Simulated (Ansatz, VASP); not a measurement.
## Two plane-wave programs on Rb2ZrH4

```xyz
7
Lattice="4.3347 0.0000 0.0000 0.0000 4.3347 0.0000 0.0000 0.0000 6.2385" Properties=species:S:1:pos:R:3 pbc="T T T"
Rb    2.1674    0.0000    5.4995
Rb    0.0000    2.1674    5.4995
Zr    0.0000    0.0000    2.2737
H     3.3013    2.1674    2.0712
H     1.0334    2.1674    2.0712
H     2.1674    3.3013    2.0712
H     2.1674    1.0334    2.0712
```

Alike in both runs: functional PBE; k mesh 3 × 3 × 2; occupations gaussian, width 0.15 eV; no spin polarisation.

Ansatz relaxed the structure, and its values are those at the end. VASP's run is a single point on that final structure, the one shown.

|  | VASP | Ansatz |
| --- | --- | --- |
| version | VASP 6.6.1 | Ansatz 0.2.0 |
| potentials or method | VASP PAW PBE potentials, release 64 (Rb_sv, Zr_sv, H), cutoff 520 eV | scalar-relativistic, plane waves, PAW |
| valence electrons in the cell | 34 | 34 |

```tsv
	VASP	Ansatz	Ansatz less VASP
gap on the k mesh at the Fermi level (eV)	none	none	-
pressure (GPa)	0.1	0.0	-0.03
rms of the force components (eV/Å)	0.004	0.006	+0.0018
```

A gap of «none» marks a metal or a gap that the smearing closes. The functional is the same, so the differences come from potentials, cutoffs and numerics.

The k mesh is coarse, so the values compare programs but aren't converged.
